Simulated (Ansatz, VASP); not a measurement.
# One calculation of Ge, two programs

File INCAR:

```
SYSTEM = Ge
AGGAC = 1.0
AGGAX = 1.0
ALDAC = 0.0
ALDAX = 1.0
ALGO = Normal
EDIFF = 1E-7
ENCUT = 520
GGA = B5
ISIF = 2
ISMEAR = -1
LASPH = .TRUE.
LCHARG = .FALSE.
LREAL = .FALSE.
LWAVE = .FALSE.
NBANDS = 13
NELM = 60
PREC = Accurate
SIGMA = 0.1
```

The input KPOINTS:

```
k-points
0
G
  18 18 18
  0 0 0
```

File POSCAR:

```
Ge
1.0
    2.7207599644      0.0000000000      0.0000000000
    0.0000000000      2.7207599644      0.0000000000
    0.0000000000      0.0000000000      2.7207599644
Ge
1
Direct
    0.0000000000      0.0000000000      0.0000000000
```

Input for Ansatz:

```yaml
crystal:
  lattice:
    - [2.7207599644, 0.0, 0.0]
    - [0.0, 2.7207599644, 0.0]
    - [0.0, 0.0, 2.7207599644]
  atoms:
    - { symbol: Ge, position: [0.0, 0.0, 0.0] }
hamiltonian:
  xc: blyp
  pseudopotentials:
    kind: paw
    azcp:
      Ge: "pseudopotentials/Ge.paw.azcp"
basis:
  ecutwfc: 420
  fft_grid_basis: typed
kpoints:
  mp_grid: { grid: [18, 18, 18], shift: [0, 0, 0] }
magnetization:
  spin_polarized: false
scf:
  occupations: { method: fermi_dirac, width: 0.1 }
output:
  stress: true
```

Alike in both runs: task single point; functional BLYP; k mesh 18 × 18 × 18; occupations fermi-dirac, width 0.1 eV; no spin polarisation.

|  | VASP | Ansatz |
| --- | --- | --- |
| version | VASP 6.6.1 | Ansatz 0.2.0 |
| potentials or method | VASP PAW PBE potentials, release 64 (Ge_d), cutoff 520 eV | plane waves (420 eV) with PAW, scalar-relativistic |
| valence electrons in the cell | 14 | 14 |

Ansatz gave:

| Property | Result |
| --- | --- |
| pressure (GPa) | 4.7 |

**Question.** Which values does VASP return?

**Answer.** Pressure (GPa): 4.8.

VASP's potentials were made for PBE, not for BLYP. The functional is the same, so the differences come from potentials, cutoffs and numerics.
